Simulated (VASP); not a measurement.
Input of a VASP 6.6.1 run:

Contents of INCAR:

```
SYSTEM = SiC
  PREC = Accurate
  ENCUT = 520
  EDIFF = 1E-6
  ISMEAR = 0
  SIGMA = 0.05
  LREAL = .FALSE.
  LASPH = .TRUE.
  NELM = 80
  ALGO = Normal
  ISIF = 2
  LWAVE = .FALSE.
  LCHARG = .FALSE.
  GGA = PE
  IBRION = 2
  NSW = 50
  EDIFFG = -0.01
```

Contents of KPOINTS:

```
regular mesh
0
G
  12 12 6
  0 0 0
```

Contents of POSCAR:

```
SiC
1.0
    3.0476667194      0.0000000000      0.0000000000
   -1.5238333597      2.6393568013      0.0000000000
    0.0000000000      0.0000000000      4.8046465832
Si C
2 2
Direct
    0.3333333333      0.6666666667      0.0045639005
    0.6666666667      0.3333333333      0.5045639005
    0.3333333333      0.6666666667      0.3804360995
    0.6666666667      0.3333333333      0.8804360995
```

Potentials or basis: VASP PAW PBE potentials, release 64 (Si, C).

The run is started by

```console
$ cat potpaw_PBE.64/Si/POTCAR potpaw_PBE.64/C/POTCAR > POTCAR
$ mpirun -np 1 vasp_std > vasp.out
```

Estimate the energy gained by relaxing.

4.6 meV/atom.

What does it give for the band gap on the k mesh?

2.17 eV, indirect (least direct gap 3.78 eV).

Final structure:
```
Si C
1.0
     3.04767    0.00000    0.00000
    -1.52383    2.63936    0.00000
     0.00000    0.00000    4.80465
Si C
2 2
Direct
  0.33333 0.66667 0.00158
  0.66667 0.33333 0.50158
  0.33333 0.66667 0.38342
  0.66667 0.33333 0.88342
```

 A k mesh can miss the band edges.
